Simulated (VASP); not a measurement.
Input of a VASP 6.6.1 run:

File INCAR:

```
ALGO     = Normal         # electronic algorithm
EDIFF    = 1E-6           # SCF threshold, eV
ENCUT    = 520            # plane-wave cutoff, eV
ISIF     = 2              # what is computed and relaxed
ISMEAR   = 0              # smearing method
LASPH    = True           # aspherical terms in the spheres
LCHARG   = True           # write CHGCAR
LELF     = True           # ELF
LREAL    = False          # projectors in reciprocal space
LVHAR    = True         
LWAVE    = False          # write WAVECAR
NBANDS   = 16             # bands
NELM     = 60             # most SCF steps
PREC     = Accurate       # precision mode
SIGMA    = 0.01           # smearing width, eV
```

File KPOINTS:

```
k-points
0
Gamma
  6 6 4
```

Contents of POSCAR:

```
AlN
1.0
    3.2518963985      0.0000000000      0.0000000000
   -1.6259481993      2.8162248916      0.0000000000
    0.0000000000      0.0000000000      4.0573150705
Al N
2 2
Direct
    0.3333333333      0.6666666667      0.7500000000
    0.6666666667      0.3333333333      0.2500000000
    0.3333333333      0.6666666667      0.2500000000
    0.6666666667      0.3333333333      0.7500000000
```

Potentials or basis: VASP PAW LDA potentials, release 64 (Al, N).

Command:

```bash
$ cat potpaw_LDA.64/Al/POTCAR potpaw_LDA.64/N/POTCAR > POTCAR
$ mpirun -np 1 vasp_std > vasp.out
```

(1) Predict the pressure.

(2) What does it give for the band gap on the k mesh?

Results:

(1) 6.7 GPa.

(2) 3.82 eV, direct.
